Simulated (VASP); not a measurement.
Write the native input for VASP 6.6.1 that does the following.

```
Task                   : relaxation of cell and atoms
Functional             : PBE
Potentials or basis    : VASP PAW PBE potentials, release 64 (Cd, S)
Cutoff                 : 600 eV
k mesh                 : 4 × 4 × 4
Occupations            : gaussian, width 0.1 eV
Spin                   : no spin polarisation
Dipole correction      : no
Further INCAR settings : ALGO = Normal; EDIFF = 1e-07; IBRION = 2; EDIFFG = -0.04; NSW = 90; ISIF = 3
```

The structure of Cd3S2 lies in POSCAR:

```
Cd3S2
1.0
    5.1726026100      0.0000000000      0.0000000000
    0.0000000000      5.1726026100      0.0000000000
    0.0000000000      0.0000000000      5.1726026100
Cd S
3 2
Direct
    0.0000000000      0.5000000000      0.5000000000
    0.5000000000      0.0000000000      0.5000000000
    0.5000000000      0.5000000000      0.0000000000
    0.0000000000      0.0000000000      0.0000000000
    0.5000000000      0.5000000000      0.5000000000
```

The input as run:

INCAR

```
PREC = Accurate
ENCUT = 600
EDIFF = 1E-7
ISMEAR = 0
SIGMA = 0.1
LREAL = False
LASPH = True
NELM = 80
ALGO = Normal
ISIF = 3
LWAVE = False
LCHARG = False
GGA = PE
IBRION = 2
NSW = 90
EDIFFG = -0.04
```

KPOINTS

```
Automatic mesh
0
Gamma
  4 4 4
```

Potentials or basis: VASP PAW PBE potentials, release 64 (Cd, S).

The run is started by

```bash
$ cat potpaw_PBE.64/Cd/POTCAR potpaw_PBE.64/S/POTCAR > POTCAR
$ mpirun -np 1 vasp_std > vasp.out
```

Results of the run:

The relaxed volume is 27.29 Å³/atom. The relaxed cell is a = 5.148 Å, b = 5.148 Å, c = 5.148 Å, α = 90.00°, β = 90.00°, γ = 90.00°, the space group after relaxing (to 0.05 Å) is Pm-3m (No. 221) and the energy gained by relaxing is 0.8 meV/atom. The ionic steps are 2 and the pressure after relaxing is -0.1 GPa. The band gap on the k mesh is zero (band 24 reaches 4.16 eV, above the bottom of band 25 at 1.00 eV).

Wall time 63 s on 1 thread of Intel(R) Xeon(R) 6975P-C (Granite Rapids), on a shared host, peak memory 0.26 GiB.
